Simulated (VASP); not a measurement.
Input of a VASP 6.6.1 run:

File INCAR:

```
  ALGO = Normal
  EDIFF = 1E-6
  ENCUT = 520
  GGA = PS
  ISIF = 2
  ISMEAR = -1
  LASPH = True
  LCHARG = True
  LELF = True
  LREAL = False
  LVHAR = True
  LWAVE = False
  NBANDS = 14
  NELM = 80
  PREC = Accurate
  SIGMA = 0.05
```

Contents of KPOINTS:

```
k-points
0
Gamma
  10 10 10
```

Contents of POSCAR:

```
MgTl
1.0
    2.9724975697      0.0000000000      0.0000000000
    0.0000000000      2.9724975697      0.0000000000
    0.0000000000      0.0000000000      2.9724975697
Mg Tl
1 1
Direct
    0.0000000000      0.0000000000      0.0000000000
    0.5000000000      0.5000000000      0.5000000000
```

Potentials or basis: VASP PAW PBE potentials, release 64 (Mg, Tl_d).

Run with:

```sh
$ cat potpaw_PBE.64/Mg/POTCAR potpaw_PBE.64/Tl_d/POTCAR > POTCAR
$ mpirun -np 1 vasp_std > vasp.out
```

Question: What does it give for the pressure?

Answer: 97.2 GPa.

Caveat: the PAW data sets were made with another functional, which shifts forces and pressure a little.
